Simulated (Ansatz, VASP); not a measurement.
# HfO2: VASP beside Ansatz

```
Hf O
1.0
     5.15190    0.00000    0.00000
     0.00000    5.22004    0.00000
    -0.86435    0.00000    5.24840
Hf O
4 8
Cartesian
  0.8074 2.4028 3.7159
  3.0480 5.0128 4.1567
  3.4802 2.8173 1.5325
  1.2396 0.2072 1.0917
  -0.3496 0.8791 4.4438
  4.2049 3.4891 3.4288
  4.6371 4.3410 0.8046
  0.0826 1.7310 1.8196
  1.4645 3.8728 5.1440
  2.3909 1.2627 2.7286
  2.8230 1.3473 0.1044
  1.8967 3.9573 2.5198
```

Alike in both runs: task single point; functional BLYP; k mesh 5 × 5 × 5; occupations fermi-dirac, width 0.05 eV; no spin polarisation.

|  | VASP | Ansatz |
| --- | --- | --- |
| version | VASP 6.6.1 | Ansatz 0.2.0 |
| potentials or method | VASP PAW PBE potentials, release 64 (Hf_pv, O) | Ansatz PAW |
| plane-wave cutoff (eV) | 520 | 420 |
| valence electrons in the cell | 88 | 152 |

VASP gave:

| Item | Value |
| --- | --- |
| gap on the k mesh at the Fermi level (eV) | 4.13 |
| least direct gap on the mesh (eV) | 4.20 |
| pressure (GPa) | 4.5 |
| traceless stress, the component that is largest in VASP (GPa) | -0.99 |
| rms of the force components (eV/Å) | 0.157 |

Estimate Ansatz's values.

gap on the k mesh at the Fermi level (eV): 4.17; least direct gap on the mesh (eV): 4.23; pressure (GPa): 6.9; traceless stress, the component that is largest in VASP (GPa): -0.97; rms of the force components (eV/Å): 0.168.

VASP's potentials were made for PBE, not for BLYP. Atom by atom the forces differ by 0.025 eV/Å (rms over components). With one functional, cell and mesh, what is left measures potentials, basis and numerics. VASP's potentials hold 88 valence electrons a cell and Ansatz's 152, so a difference there can come from the potentials and not from the codes.

Neither program's run includes spin-orbit coupling. Noted on Ansatz's run: odd divisions of the mesh miss points on the zone boundary, where band edges often lie, so the gap on the mesh can be too wide.
